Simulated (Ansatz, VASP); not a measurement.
**YBe: VASP beside Ansatz**

```xyz
2
Lattice="3.4227 0.0000 0.0000 0.0000 3.4227 0.0000 0.0000 0.0000 3.4227" Properties=species:S:1:pos:R:3 pbc="T T T"
Y     0.0000    0.0000    0.0000
Be    1.7114    1.7114    1.7114
```

Alike in both runs: functional PBE; k mesh 6 × 6 × 6; occupations gaussian, width 0.1 eV; no spin polarisation.

Ansatz relaxed the structure, and its values are those at the end. VASP's run is a single point on that final structure, the one shown.

|  | VASP | Ansatz |
| --- | --- | --- |
| version | VASP 6.6.1 | Ansatz 0.2.0 |
| potentials or method | VASP PAW PBE potentials, release 64 (Y_sv, Be), cutoff 520 eV | scalar-relativistic, plane waves, PAW |
| valence electrons in the cell | 13 | 13 |

```tsv
	VASP	Ansatz	Ansatz less VASP
gap on the k mesh at the Fermi level (eV)	none	none	-
pressure (GPa)	-0.1	-0.1	+0.09
```

A gap of «none» marks a metal or a gap that the smearing closes.
